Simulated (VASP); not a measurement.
Set up this calculation in VASP 6.6.1, as the native input.

- Task: relaxation of cell and atoms
- Functional: PBE
- Potentials or basis: VASP PAW PBE potentials, release 64 (Si, C)
- Cutoff: 600 eV
- k mesh: 6 × 6 × 4
- Occupations: gaussian, width 0.1 eV
- Spin: no spin polarisation
- Dipole correction: no
- Further INCAR settings: ALGO = Normal; EDIFF = 1e-06; IBRION = 2; EDIFFG = -0.04; NSW = 90; ISIF = 3

The structure of SiC lies in POSCAR:

```
SiC
1.0
    2.9472347500      0.0000000000      0.0000000000
   -1.4736173800      2.5523801700      0.0000000000
    0.0000000000      0.0000000000      6.4545390800
Si C
3 3
Direct
    0.0000000000      0.5000000000      0.1666666700
    0.5000000000      0.5000000000      0.8333333300
    0.5000000000      0.0000000000      0.5000000000
    0.5000000000      0.5000000000      0.3333333300
    0.5000000000      0.0000000000      0.0000000000
    0.0000000000      0.5000000000      0.6666666700
```

One way to write it, as run:

INCAR

```
  PREC = Accurate
  ENCUT = 600
  EDIFF = 1E-6
  ISMEAR = 0
  SIGMA = 0.1
  LREAL = F
  LASPH = T
  NELM = 60
  ALGO = Normal
  ISIF = 3
  LWAVE = F
  LCHARG = F
  GGA = PE
  IBRION = 2
  NSW = 90
  EDIFFG = -0.04
```

KPOINTS

```
Automatic mesh
0
Gamma
  6 6 4
```

Potentials or basis: VASP PAW PBE potentials, release 64 (Si, C).

Command:

```sh
$ cat potpaw_PBE.64/Si/POTCAR potpaw_PBE.64/C/POTCAR > POTCAR
$ mpirun -np 1 vasp_std > vasp.out
```

Results of the run:

```yaml
Relaxed_volume: 9.69 Å³/atom
Relaxed_cell: a = 3.084 Å, b = 3.084 Å, c = 7.055 Å, α = 90.00°, β = 90.00°, γ = 120.00°
Space_group_after_relaxing_to_0.05_Å: P6_222 (No. 180)
Energy_gained_by_relaxing: 288.1 meV/atom
Ionic_steps: 6
Pressure_after_relaxing: 0.4 GPa
Band_gap_on_the_k_mesh: 0.87 eV, indirect (least direct gap 3.01 eV)
```

Caveat: the volume moved by over 15 % at a fixed basis, so the end points are rough.

Wall time 26 s on 1 thread of Intel(R) Xeon(R) 6975P-C (Granite Rapids) (shared host), peak memory 0.17 GiB.
